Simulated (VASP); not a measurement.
Crystal: SnTe.

```
Sn Te
1.0
     2.70346    0.00000    0.00000
     0.00000    4.47947    0.00000
     0.00000    0.00000    4.94644
Sn Te
1 1
Cartesian
  1.3517 0.0000 0.0000
  0.0000 0.0000 2.4732
```

The cell was generated, and may not be a known phase.

- Program: VASP 6.6.1
- Task: relaxation of cell and atoms
- Functional: PBE
- Potentials or basis: VASP PAW PBE potentials, release 64 (Sn_d, Te)
- Cutoff: 600 eV
- k mesh: 6 × 4 × 4
- Occupations: gaussian, width 0.1 eV
- Spin: no spin polarisation

At the start: pressure 26.5 GPa; volume 29.95 Å³/atom.

Task: How do energy, volume and symmetry change on relaxing?

Result: Over 36 steps the energy falls by 1629.0 meV/atom and the volume is 31.27 Å³/atom (+4.4 %); space group Pmmm (No. 47, to 0.1 Å) before, P4/mmm (No. 123, to 0.1 Å).

The path:
| step | energy change (eV) | largest force (eV/Å) | pressure (GPa) | volume (Å³) |
| --- | --- | --- | --- | --- |
| 1 | 0.0000 | 0.0000 | 26.54 | 59.90 |
| 2 | -1.0158 | 0.0000 | -5.68 | 110.34 |
| 3 | -1.9451 | 0.0000 | -0.93 | 81.99 |
| 4 | -1.9461 | 0.0000 | -0.67 | 81.52 |
| 5 | -1.9460 | 0.0000 | -0.42 | 81.05 |
| 6 | -1.9688 | 0.0000 | -0.36 | 79.66 |
| 7 | -2.1070 | 0.0000 | -1.22 | 75.41 |
| 8 | -2.4849 | 0.0000 | -0.53 | 66.61 |
| 9 | -2.2439 | 0.0000 | 22.49 | 48.36 |
| 10 | -2.6074 | 0.0000 | 0.57 | 63.64 |
| 11 | -2.9397 | 0.0000 | 5.90 | 56.03 |
| 12 | -2.9070 | 0.0000 | 9.15 | 53.83 |
| 13 | -2.9386 | 0.0000 | 6.98 | 55.19 |
| 14 | -2.9432 | 0.0000 | 7.15 | 55.08 |
| 15 | -2.9515 | 0.0000 | 7.71 | 54.77 |
| 16 | -2.9403 | 0.0000 | 8.97 | 54.11 |
| 17 | -2.9525 | 0.0000 | 8.01 | 54.61 |
| 18 | -2.9615 | 0.0000 | 7.79 | 54.76 |
| 19 | -2.9871 | 0.0000 | 7.13 | 55.22 |
| 20 | -3.0321 | 0.0000 | 5.91 | 56.16 |
| 21 | -3.0989 | 0.0000 | 3.84 | 58.04 |
| 22 | -3.1575 | 0.0000 | 0.70 | 61.92 |
| 23 | -3.1588 | 0.0000 | 0.16 | 62.64 |
| 24 | -3.1753 | 0.0000 | -0.12 | 62.97 |
| 25 | -3.2068 | 0.0000 | -0.79 | 63.95 |
| 26 | -3.1862 | 0.0000 | -1.47 | 65.81 |
| 27 | -3.2116 | 0.0000 | -1.17 | 64.55 |
| 28 | -3.2228 | 0.0000 | -0.78 | 64.08 |
| 29 | -3.2377 | 0.0000 | 0.12 | 62.93 |
| 30 | -3.2336 | 0.0000 | 1.75 | 60.53 |
| 31 | -3.2422 | 0.0000 | 0.86 | 61.94 |
| 32 | -3.2561 | 0.0000 | 0.32 | 62.23 |
| 33 | -3.2577 | 0.0000 | 0.16 | 62.37 |
| 34 | -3.2577 | 0.0000 | 0.19 | 62.35 |
| 35 | -3.2577 | 0.0000 | 0.16 | 62.36 |
| 36 | -3.2580 | 0.0000 | 0.03 | 62.54 |

Final structure:
```yaml
crystal:
  lattice:
    - [4.46287, 0.00000, 0.00000]
    - [0.00000, 3.15688, 0.00000]
    - [0.00000, 0.00000, 4.43911]
  atoms:
    - { symbol: Sn, position: [0.50000, 0.00000, 0.00000] }
    - { symbol: Te, position: [0.00000, 0.00000, 0.50000] }
```

Caveat: the k points lie up to 0.50 Å⁻¹ apart in the final cell, too coarse for converged energies and pressures of a metal; a cell axis changed by over 15 % at a fixed basis, so the end point is rough.
